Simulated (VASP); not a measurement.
# NiCl3 (Pm-3m) in VASP: further runs

Runs on NiCl3. Level: PBEsol. Tasks: single point.

Program: VASP 6.6.1. These are calculated values, not measurements. Logs are shortened: lines on timing, memory, paths and dates and some standing lists are left out, and cuts for length are marked.

**1. The cell of the first run**

Symmetry: Pm-3m, No. 221, cubic system. Conventional cell: a = 4.820 Å, b = 4.820 Å, c = 4.820 Å, α = 90.00°, β = 90.00°, γ = 90.00°. Ni (site symmetry m-3m) has 6 Cl at 2.41 Å within 3.2 Å. Cl (site symmetry 4/mmm) has 2 Ni at 2.41 Å within 3.2 Å.

**2. Single point, PBEsol, collinear spin, ferromagnetic start**

Contents of INCAR:

```
PREC = Accurate
ENCUT = 520
EDIFF = 1E-6
ISMEAR = 0
SIGMA = 0.05
LREAL = False
LASPH = True
NELM = 150
ALGO = Normal
ISIF = 2
LWAVE = False
LCHARG = False
ISPIN = 2
MAGMOM = 3 0 0 0
LORBIT = 11
LMAXMIX = 4
GGA = PS
NBANDS = 28
```

Contents of KPOINTS:

```
regular mesh
0
Gamma
  6 6 6
```

Contents of POSCAR:

```
NiCl3
1.0
    4.8200000000      0.0000000000      0.0000000000
    0.0000000000      4.8200000000      0.0000000000
    0.0000000000      0.0000000000      4.8200000000
Ni Cl
1 3
Direct
    0.0000000000      0.0000000000      0.0000000000
    0.5000000000      0.0000000000      0.0000000000
    0.0000000000      0.0000000000      0.5000000000
    0.0000000000      0.5000000000      0.0000000000
```

Potentials or basis: VASP PAW PBE potentials, release 64 (Ni, Cl).

Started as:

```sh
> cat potpaw_PBE.64/Ni/POTCAR potpaw_PBE.64/Cl/POTCAR > POTCAR
> mpirun -np 1 vasp_std > vasp.out
```

OUTCAR:

```text
PREC = Accurate
   ENCUT = 520
   EDIFF = 1E-6
   ISMEAR = 0
   LREAL = False
   LASPH = True
   NELM = 150
   ISIF = 2
   ISPIN = 2
   LORBIT = 11
   GGA = PS

 ion  position               nearest neighbor table
   1  0.000  0.000  0.000-   2 2.41   3 2.41   4 2.41   3 2.41   4 2.41   2 2.41
   2  0.500  0.000  0.000-   1 2.41   1 2.41
   3  0.000  0.000  0.500-   1 2.41   1 2.41
   4  0.000  0.500  0.000-   1 2.41   1 2.41

  LATTYP: Found a simple cubic cell.
 ALAT       =     4.8200000000

  Lattice vectors:

 A1 = (   4.8200000000,   0.0000000000,   0.0000000000)
 A2 = (   0.0000000000,   4.8200000000,   0.0000000000)
 A3 = (   0.0000000000,   0.0000000000,   4.8200000000)

Analysis of symmetry for initial positions (statically):
=====================================================================
 Subroutine PRICEL returns:
 Original cell was already a primitive cell.

 Routine SETGRP: Setting up the symmetry group for a
 simple cubic supercell.

 Subroutine GETGRP returns: Found 48 space group operations
 (whereof 48 operations were pure point group operations)
 out of a pool of 48 trial point group operations.

The static configuration has the point symmetry O_h .

Analysis of symmetry for dynamics (positions and initial velocities):
=====================================================================
 Subroutine PRICEL returns:
 Original cell was already a primitive cell.

 Routine SETGRP: Setting up the symmetry group for a
 simple cubic supercell.

 Subroutine GETGRP returns: Found 48 space group operations
 (whereof 48 operations were pure point group operations)
 out of a pool of 48 trial point group operations.

The dynamic configuration has the point symmetry O_h .

Analysis of structural, dynamic, and magnetic symmetry:
=====================================================================
 Subroutine PRICEL returns:
 Original cell was already a primitive cell.

 Routine SETGRP: Setting up the symmetry group for a
 simple cubic supercell.

 Subroutine GETGRP returns: Found 48 space group operations
 (whereof 48 operations were pure point group operations)
 out of a pool of 48 trial point group operations.

The overall configuration has the point symmetry O_h .

 Subroutine INISYM returns: Found 48 space group operations
 (whereof 48 operations are pure point group operations),
 and found     1 'primitive' translations

----------------------------------------------------------------------------------------

                                     Primitive cell

  volume of cell :     111.9802

  direct lattice vectors                    reciprocal lattice vectors
     4.820000000  0.000000000  0.000000000     0.207468880  0.000000000  0.000000000
     0.000000000  4.820000000  0.000000000     0.000000000  0.207468880  0.000000000
     0.000000000  0.000000000  4.820000000     0.000000000  0.000000000  0.207468880

  length of vectors
     4.820000000  4.820000000  4.820000000     0.207468880  0.207468880  0.207468880

  position of ions in fractional coordinates (direct lattice)
     0.000000000  0.000000000  0.000000000
     0.500000000  0.000000000  0.000000000
     0.000000000  0.000000000  0.500000000
     0.000000000  0.500000000  0.000000000

  ion indices of the primitive-cell ions
   primitive index   ion index
                 1           1
                 2           2
                 3           3
                 4           4

----------------------------------------------------------------------------------------

 KPOINTS: regular mesh

Automatic generation of k-mesh.
 Grid dimensions read from file:
 generate k-points for:    6    6    6

 Generating k-lattice:

  Cartesian coordinates                     Fractional coordinates (reciprocal lattice)
     0.034578147  0.000000000  0.000000000     0.166666667  0.000000000  0.000000000
     0.000000000  0.034578147  0.000000000     0.000000000  0.166666667  0.000000000
     0.000000000  0.000000000  0.034578147     0.000000000  0.000000000  0.166666667

  Length of vectors
     0.034578147  0.034578147  0.034578147

  Shift w.r.t. Gamma in fractional coordinates (k-lattice)
     0.000000000  0.000000000  0.000000000

 Subroutine IBZKPT returns following result:
 ===========================================

 Found     20 irreducible k-points:

 Following reciprocal coordinates:
            Coordinates               Weight
  0.000000  0.000000  0.000000      1.000000
  0.166667  0.000000  0.000000      6.000000
  0.333333  0.000000  0.000000      6.000000
  0.500000  0.000000  0.000000      3.000000
  0.166667  0.166667  0.000000     12.000000
  0.333333  0.166667  0.000000     24.000000
[... 12 lines left out ...]
  0.500000  0.500000  0.333333      6.000000
  0.500000  0.500000  0.500000      1.000000
   k-points           NKPTS =     20   k-points in BZ     NKDIM =     20   number of bands    NBANDS=     28
   number of dos      NEDOS =    301   number of ions     NIONS =      4
   total plane-waves  NPLWV =  46656
   dimension x,y,z NGX =    36 NGY =   36 NGZ =   36
   dimension x,y,z NGXF=    72 NGYF=   72 NGZF=   72
   ions per type =               1   3
   NGX,Y,Z   is equivalent  to a cutoff of  12.42, 12.42, 12.42 a.u.
   NGXF,Y,Z  is equivalent  to a cutoff of  24.83, 24.83, 24.83 a.u.
 SYSTEM =  unknown system
   PREC   = accura    normal or accurate (medium, high low for compatibility)
   ISTART =      0    job   : 0-new  1-cont  2-samecut
   ICHARG =      2    charge: 1-file 2-atom 10-const
   ISPIN  =      2    spin polarized calculation?
   LNONCOLLINEAR =      F non collinear calculations
   LSORBIT =      F    spin-orbit coupling
   LASPH  =      T    aspherical Exc in radial PAW
   ENCUT  =  520.0 eV  38.22 Ry    6.18 a.u.   8.96  8.96  8.96*2*pi/ulx,y,z
   NELM   =    150;   NELMIN=  2; NELMDL= -5     # of ELM steps
   EDIFF  = 0.1E-05   stopping-criterion for ELM
   LREAL  =      F    real-space projection
   EDIFFG = 0.1E-04   stopping-criterion for IOM
   NSW    =      0    number of steps for IOM
   IBRION =     -1    ionic relax: 0-MD 1-quasi-New 2-CG
   NFREE  =      0    steps in history (QN), initial steepest desc. (CG)
   ISIF   =      2    stress and relaxation
   ISYM   =      2    0-nonsym 1-usesym 2-fastsym
   POTIM  = 0.5000    time-step for ionic-motion
   TEBEG  =    0.0;   TEEND  =   0.0 temperature during run
   PSTRESS=    0.0 pullay stress
   NELECT =      31.0000    total number of electrons
   NUPDOWN=      -1.0000    fix difference up-down
   EMIN   =  10.00;   EMAX   =-10.00  energy-range for DOS
   EFERMI =   0.00;   METHOD = LEGACY
   ISMEAR =     0;   SIGMA  =   0.05  broadening in eV -4-tet -1-fermi 0-gaus
   EFERMI_NEDOS =   21; number of points for ismear=-14 and -15
   IALGO  =     38    algorithm
   IMIX   =      4    mixing-type and parameters
     AMIX     =   0.40;   BMIX     =  1.00
     AMIX_MAG =   1.60;   BMIX_MAG =  1.00
  volume/ion in A,a.u.               =      28.00       188.92
  Fermi-wavevector in a.u.,A,eV,Ry     =   1.066961  2.016263 15.488937  1.138405
  Thomas-Fermi vector in A             =   2.202562
   LORBIT       =     11    0 simple, 1 ext, 2 COOP (PROOUT), +10 PAW based schemes
   GGA     = PS    functional components
   LHFCALC =     F    Hartree Fock is set to
   AEXX    =    0.0000 exact exchange contribution
   IVDW    =     0    specifies the selected vdW correction
   LEPSILON=     F    determine dielectric tensor
   LRPA    =     F    only Hartree local field effects (RPA)
 spin polarized calculation
 Gauss-broadening in eV      SIGMA  =   0.05
  energy-cutoff  :      520.00
  volume of cell :      111.98
 maximum number of plane-waves:      3040
 NGX is ok and might be reduce to    36
   NGX = 17   NGY = 17   NGZ = 17

 number of electron      30.9999980 magnetization       1.0783082

 Free energy of the ion-electron system (eV)
  ---------------------------------------------------
  ext. energy  EPLUGINS =         0.00000000
  ---------------------------------------------------
  free energy    TOTEN  =       -12.55672535 eV

  energy without entropy =      -12.54580326  energy(sigma->0) =      -12.55126430

 E-fermi :  -0.9357     XC(G=0):  -7.8164

 val. band max:       -0.9378692358   @ k =   0.5000   0.3333   0.3333
 cond. band min:      -0.9169646072   @ k =   0.5000   0.3333   0.0000
 fundamental gap:      0.0209046287
 Fermi energy:        -0.9356945260

 spin component 1

 k-point     1 :       0.0000    0.0000    0.0000
  band No.  band energies     occupation
      1     -15.2720      1.00000
      2     -14.2510      1.00000
      3     -14.2510      1.00000
      4      -4.4224      1.00000
      5      -4.4224      1.00000
      6      -4.4224      1.00000
[... 19 lines left out ...]
     26      12.9954      0.00000
     27      12.9954      0.00000
[... 546 lines left out ...]
      4      -6.5712      1.00000
      5      -4.5878      1.00000
      6      -4.5877      1.00000
[... 19 lines left out ...]
     26      11.7919      0.00000
     27      11.7923      0.00000
 Fermi energy:        -0.9356945260

 spin component 2

 k-point     1 :       0.0000    0.0000    0.0000
  band No.  band energies     occupation
      1     -15.1070      1.00000
      2     -14.0675      1.00000
      3     -14.0675      1.00000
      4      -4.3096      1.00000
      5      -4.3096      1.00000
      6      -4.3096      1.00000
[... 19 lines left out ...]
     26      13.0732      0.00000
     27      13.0732      0.00000
[... 546 lines left out ...]
      4      -6.4726      1.00000
      5      -4.2036      1.00000
      6      -4.2036      1.00000
[... 19 lines left out ...]
     26      11.8643      0.00000
     27      11.8651      0.00000
 [bands above 27 left out]

------------------------ aborting loop because EDIFF is reached ----------------------------------------

  FORCE on cell =-STRESS in cart. coord.  units (eV):
  Direction    XX          YY          ZZ          XY          YZ          ZX
  --------------------------------------------------------------------------------------
  -------------------------------------------------------------------------------------
  Total       -4.5707323     -4.5707323     -4.5707323      0.0000000     -0.0000000      0.0000000
  in kB      -65.3966132    -65.3966132    -65.3966132      0.0000000     -0.0000000      0.0000000
  external PRESSURE =     -65.3966132 kB  Pullay stress =       0.0000000 kB

 VOLUME and BASIS-vectors are now :
 -----------------------------------------------------------------------------
  energy-cutoff  :      520.00
  volume of cell :      111.98
      direct lattice vectors                 reciprocal lattice vectors
     4.820000000  0.000000000  0.000000000     0.207468880  0.000000000  0.000000000
     0.000000000  4.820000000  0.000000000     0.000000000  0.207468880  0.000000000
     0.000000000  0.000000000  4.820000000     0.000000000  0.000000000  0.207468880

 POSITION                                       TOTAL-FORCE (eV/Angst)
 -----------------------------------------------------------------------------------
      0.00000      0.00000      0.00000         0.000000      0.000000      0.000000
      2.41000      0.00000      0.00000         0.000000      0.000000      0.000000
      0.00000      0.00000      2.41000         0.000000      0.000000      0.000000
      0.00000      2.41000      0.00000         0.000000      0.000000      0.000000
 -----------------------------------------------------------------------------------
    total drift:                                0.000000     -0.000000     -0.000000

  FREE ENERGIE OF THE ION-ELECTRON SYSTEM (eV)
  ---------------------------------------------------
  free  energy   TOTEN  =       -12.5567253452 eV

  energy  without entropy=      -12.5458032599  energy(sigma->0) =      -12.55126430

 total charge

# of ion       s       p       d       tot
------------------------------------------
    1        0.310   0.315   8.205   8.830
    2        1.598   3.386   0.000   4.983
    3        1.598   3.386   0.000   4.983
    4        1.598   3.386   0.000   4.983
--------------------------------------------------
tot          5.103  10.472   8.205  23.780

 magnetization (x)

# of ion       s       p       d       tot
------------------------------------------
    1        0.005   0.008   0.528   0.542
    2        0.005   0.134   0.000   0.139
    3        0.005   0.134   0.000   0.139
    4        0.005   0.134   0.000   0.139
--------------------------------------------------
tot          0.019   0.411   0.528   0.958
```

Wall time 46 s (1 thread of Intel Xeon 6975P-C (Granite Rapids), shared host); peak memory 0.29 GiB.

Results:

| Item | Value |
| --- | --- |
| Free energy | -12.5567 eV |
| Pressure | -6.5 GPa |
| Net moment | 1.08 μB per cell |
| Site moments | Ni +0.54; Cl +0.14 μB |
| Valence electrons inside the program's atomic spheres | Ni 8.83; Cl 4.98 |

Caveat: the PAW data sets were made with another functional, which shifts forces and pressure a little; a cell with one magnetic atom can't hold antiferromagnetic order, which such compounds often take; semilocal functionals often make such compounds metallic where correlation or magnetic order opens a gap, which also shifts bond lengths. With open d or f shells a metallic result of PBEsol can be an artefact of self-interaction; +U or a hybrid may open a gap.

**3. Single point, PBEsol, collinear spin, ferromagnetic start**

This run uses another cell than the first one, of 23.08 Å³/atom, 0.824 times its volume.

Contents of INCAR:

```
ALGO     = Normal         # electronic algorithm
EDIFF    = 1E-6           # SCF threshold, eV
ENCUT    = 520            # plane-wave cutoff, eV
GGA      = PS             # functional
ISIF     = 2              # what is computed and relaxed
ISMEAR   = 0              # smearing method
ISPIN    = 2              # spin polarisation
LASPH    = True           # aspherical terms in the spheres
LCHARG   = False          # write CHGCAR
LMAXMIX  = 4              # l up to which the mixer works
LORBIT   = 11             # projections on sites
LREAL    = False          # projectors in reciprocal space
LWAVE    = False          # write WAVECAR
MAGMOM   = 0.08 0 0 0     # initial moments
NBANDS   = 28             # bands
NELM     = 150            # most SCF steps
PREC     = Accurate       # precision mode
SIGMA    = 0.05           # smearing width, eV
```

Contents of KPOINTS:

```
k-points
0
Gamma
  6 6 6
```

Contents of POSCAR:

```
NiCl3
1.0
    4.5194957584      0.0000000000      0.0000000000
    0.0000000000      4.5194957584      0.0000000000
    0.0000000000      0.0000000000      4.5194957584
Ni Cl
1 3
Direct
    0.0000000000      0.0000000000      0.0000000000
    0.5000000000      0.0000000000      0.0000000000
    0.0000000000      0.0000000000      0.5000000000
    0.0000000000      0.5000000000      0.0000000000
```

Potentials or basis: VASP PAW PBE potentials, release 64 (Ni, Cl).

Started as:

```sh
> cat potpaw_PBE.64/Ni/POTCAR potpaw_PBE.64/Cl/POTCAR > POTCAR
> mpirun -np 1 vasp_std > vasp.out
```

Run time: 46 s. Hardware: 1 thread of Intel Xeon 6975P-C (Granite Rapids), shared host; peak memory 0.27 GiB.

Results (log left out):

| Quantity | Value |
| --- | --- |
| Free energy | -13.0310 eV |
| Pressure | 0.2 GPa |
| Net moment | 0.02 μB per cell |
| Valence electrons inside the program's atomic spheres | Ni 9.16; Cl 5.03 |

Levels at points of the mesh, in eV from the Fermi level:
Spin up:
```csv
k point,band 13,band 14,band 15,band 16,band 17,band 18
"(0.00, 0.00, 0.00)",-1.03,-1.03,-0.66,-0.66,-0.66,4.14
"(0.50, 0.00, 0.00)",-0.80,-0.80,-0.21,-0.21,-0.03,7.61
"(0.50, 0.50, 0.00)",-0.45,-0.20,-0.20,0.10,2.18,9.08
"(0.50, 0.50, 0.50)",0.11,0.11,0.11,2.20,2.20,7.03
```
Spin down:
```
           k point  band 13  band 14  band 15  band 16  band 17  band 18
(0.00, 0.00, 0.00)    -1.03    -1.03    -0.66    -0.66    -0.66     4.14
(0.50, 0.00, 0.00)    -0.79    -0.79    -0.20    -0.20    -0.02     7.61
(0.50, 0.50, 0.00)    -0.44    -0.19    -0.19     0.10     2.20     9.08
(0.50, 0.50, 0.50)     0.11     0.11     0.11     2.21     2.21     7.03
```

Caveat: the PAW data sets were made with another functional, which shifts forces and pressure a little; semilocal functionals often make such compounds metallic where correlation or magnetic order opens a gap, which also shifts bond lengths.

(Continued in part 2 of 2.)
